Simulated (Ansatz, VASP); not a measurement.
As in VASP and in Ansatz

```
CELL_PARAMETERS angstrom
1.42593 -4.34873 0.00000
1.42593 4.34873 0.00000
0.00000 0.00000 3.68958
ATOMIC_POSITIONS crystal
As 0.90381 0.09619 0.25000
As 0.09619 0.90381 0.75000
```

Alike in both runs: functional PBE; k mesh 20 × 20 × 14; occupations gaussian, width 0.1 eV; no spin polarisation.

Ansatz relaxed the structure, and its values are those at the end. VASP's run is a single point on that final structure, the one shown.

|  | VASP | Ansatz |
| --- | --- | --- |
| version | VASP 6.6.1 | Ansatz 0.2.0 |
| potentials or method | VASP PAW PBE potentials, release 64 (As), cutoff 520 eV | scalar-relativistic, plane waves, PAW |
| valence electrons in the cell | 10 | 30 |

|  | VASP | Ansatz | Ansatz less VASP |
| --- | --- | --- | --- |
| gap on the k mesh at the Fermi level (eV) | none | none | - |
| pressure (GPa) | 0.3 | 0.0 | -0.24 |
| rms of the force components (eV/Å) | 0.035 | 0.002 | -0.0334 |

A gap of «none» marks a metal or a gap that the smearing closes. VASP's potentials hold 10 valence electrons a cell and Ansatz's 30, so a difference there can come from the potentials and not from the codes.
